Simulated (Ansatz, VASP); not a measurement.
# Sr3Al2O: VASP beside Ansatz

```
Sr Al O
1.0
     4.21058    0.00000    0.00000
    -2.10529    3.64647    0.00000
     0.00000    0.00000    7.33997
Sr Al O
3 2 1
Direct
  0.66667 0.33333 0.35293
  0.33333 0.66667 0.64707
  0.00000 0.00000 0.50000
  0.66667 0.33333 0.69023
  0.33333 0.66667 0.30977
  0.00000 0.00000 0.00000
```

Change from the starting cell: species swapped into the Eu2H3Br type (P-3m1, No. 164).

Alike in both runs: task single point; functional PBE; k mesh 6 × 6 × 4; occupations gaussian, width 0.1 eV; no spin polarisation.

```csv
,VASP,Ansatz
version,VASP 6.6.1,Ansatz 0.2.0
potentials or method,"VASP PAW PBE potentials, release 64 (Sr_sv, Al, O), cutoff 520 eV","scalar-relativistic, plane waves, PAW"
valence electrons in the cell,42,42
```

```tsv
	VASP	Ansatz	Ansatz less VASP
gap on the k mesh at the Fermi level (eV)	none	none	-
rms of the force components (eV/Å)	3.111	3.047	-0.0647
```

Atom by atom the forces differ by 0.067 eV/Å (rms over components). A gap of «none» marks a metal or a gap that the smearing closes. With one functional, cell and mesh, what is left measures potentials, basis and numerics.
